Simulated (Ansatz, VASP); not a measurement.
Li2H in VASP and in Ansatz

File INCAR:

```
  PREC = Accurate
  ENCUT = 600
  EDIFF = 1E-6
  ISMEAR = -1
  SIGMA = 0.15
  LREAL = False
  LASPH = True
  NELM = 100
  ALGO = Normal
  ISIF = 3
  LWAVE = False
  LCHARG = False
  GGA = PE
  IBRION = 2
  NSW = 80
  EDIFFG = -0.001
```

Contents of KPOINTS:

```
Automatic mesh
0
Gamma
  18 18 10
```

POSCAR

```
Li2H
1.0
    2.8373628462      0.0000000000      0.0000000000
   -1.4186814231      2.4572283046      0.0000000000
    0.0000000000      0.0000000000      4.9884684487
Li H
2 1
Direct
    0.3333333333      0.6666666667      0.2642952140
    0.6666666667      0.3333333333      0.7357047860
    0.0000000000      0.0000000000      0.5000000000
```

Input for Ansatz:

```yaml
crystal:
  lattice:
    - [2.8373628462, 0.0, 0.0]
    - [-1.4186814231, 2.4572283046, 0.0]
    - [0.0, 0.0, 4.9884684487]
  atoms:
    - { symbol: Li, position: [0.3333333333, 0.6666666667, 0.264295214] }
    - { symbol: Li, position: [0.6666666667, 0.3333333333, 0.735704786] }
    - { symbol: H, position: [0.0, 0.0, 0.5] }
basis:
  ecutwfc: 420
kpoints:
  mp_grid: { grid: [18, 18, 10] }
hamiltonian:
  xc: pbe
scf:
  occupations: { method: fermi_dirac, width: 0.15 }
output:
  forces: true
  stress: true
  eigenvalues: true
relax:
  adjacent_minimum: "off"
  f_tol: 0.001
  max_steps: 60
  cell: { stress_tol: 0.01 }
```

Alike in both runs: task relaxation of cell and atoms; functional PBE; k mesh 18 × 18 × 10; occupations fermi-dirac, width 0.15 eV; no spin polarisation.

|  | VASP | Ansatz |
| --- | --- | --- |
| version | VASP 6.6.1 | Ansatz 0.2.0 |
| potentials or method | VASP PAW PBE potentials, release 64 (Li_sv, H), cutoff 600 eV | scalar-relativistic, plane waves, PAW |
| valence electrons in the cell | 7 | 7 |

|  | VASP | Ansatz | Ansatz less VASP |
| --- | --- | --- | --- |
| gap on the k mesh at the Fermi level, each at its own relaxed structure (eV) | none | none | - |
| relaxed volume (Å³/atom) | 11.54 | 11.61 | +0.074 |
| relaxed length of the cell vector where the two differ most in proportion (Å) | 4.974 | 4.985 | +0.0114 |

A gap of «none» marks a metal or a gap that the smearing closes.

Noted on VASP's run: the cutoff is under 1.25 times that of the potentials, so the pressure is a little rough.
